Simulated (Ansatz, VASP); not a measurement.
# Two plane-wave programs on Ge3Pd

```
Pd Ge
1.0
     4.14202    0.00000    0.00000
     0.00000    4.14202    0.00000
     0.00000    0.00000    4.14202
Pd Ge
1 3
Direct
  0.00000 0.00000 0.00000
  0.50000 0.50000 0.00000
  0.50000 0.00000 0.50000
  0.00000 0.50000 0.50000
```

Alike in both runs: functional r2SCAN; k mesh 7 × 7 × 7; occupations fermi-dirac, width 0.05 eV; no spin polarisation.

|  | VASP | Ansatz |
| --- | --- | --- |
| version | VASP 6.6.1 | Ansatz 0.2.0 |
| potentials or method | VASP PAW PBE potentials, release 64 (Pd, Ge_d) | Ansatz PAW |
| plane-wave cutoff (eV) | 520 | 500 |
| valence electrons in the cell | 52 | 60 |
| task | single point | band structure |

VASP gave:

| Quantity | Value |
| --- | --- |
| gap on the k mesh at the Fermi level (eV) | none |
| pressure (GPa) | -2.9 |

**Question.** Which values does Ansatz return?

**Answer.** gap on the k mesh at the Fermi level (eV): none; pressure (GPa): -2.8.

VASP's potentials were made for PBE, not for r2SCAN. A gap of «none» marks a metal or a gap that the smearing closes. VASP's potentials hold 52 valence electrons a cell and Ansatz's 60, so a difference there can come from the potentials and not from the codes.
